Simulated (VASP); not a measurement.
Wanted: the native input for a VASP 6.6.1 run.

```yaml
Task: single point
Functional: PBE
Potentials_or_basis: VASP PAW PBE potentials, release 64 (In_d, As)
Cutoff: 520 eV
k_mesh: 6 × 6 × 4
Occupations: gaussian, width 0.1 eV
Spin: no spin polarisation
Dipole_correction: no
Further_INCAR_settings: ALGO = Normal; EDIFF = 1e-06; NBANDS = 18
```

The structure of InAs2 lies in POSCAR:

```
InAs2
1.0
    3.7388410000      0.0000000000      0.0000000000
   -1.8694205000      3.2379312900      0.0000000000
    0.0000000000      0.0000000000      5.9998927300
In As
1 2
Direct
    0.0000000000      0.0000000000      0.5000000000
    0.3333333300      0.6666666700      0.2521245200
    0.6666666700      0.3333333300      0.7478754800
```

The input as run:

INCAR

```
SYSTEM = InAs2
ALGO = Normal
EDIFF = 1E-6
ENCUT = 520
GGA = PE
ISIF = 2
ISMEAR = 0
LASPH = .TRUE.
LCHARG = .FALSE.
LREAL = .FALSE.
LWAVE = .FALSE.
NBANDS = 18
NELM = 100
PREC = Accurate
SIGMA = 0.1
```

KPOINTS

```
k-points
0
G
  6 6 4
  0 0 0
```

Potentials or basis: VASP PAW PBE potentials, release 64 (In_d, As).

Command:

```bash
$ cat potpaw_PBE.64/In_d/POTCAR potpaw_PBE.64/As/POTCAR > POTCAR
$ mpirun -np 1 vasp_std > vasp.out
```

Results of the run:

```
Pressure      : 9.2 GPa
Largest force : 1.535 eV/Å
```

Caveat: this functional lacks dispersion, which binds the layers, so the pressure and a relaxed spacing across them are unreliable; forces of over 1 eV/Å act on the atoms, so gaps and moduli don't describe the material at rest.

Wall time 27 s on 1 thread of Intel(R) Xeon(R) Platinum 8259CL CPU @ 2.50GHz (Skylake/Cascade Lake) (shared host), peak memory 0.2 GiB.
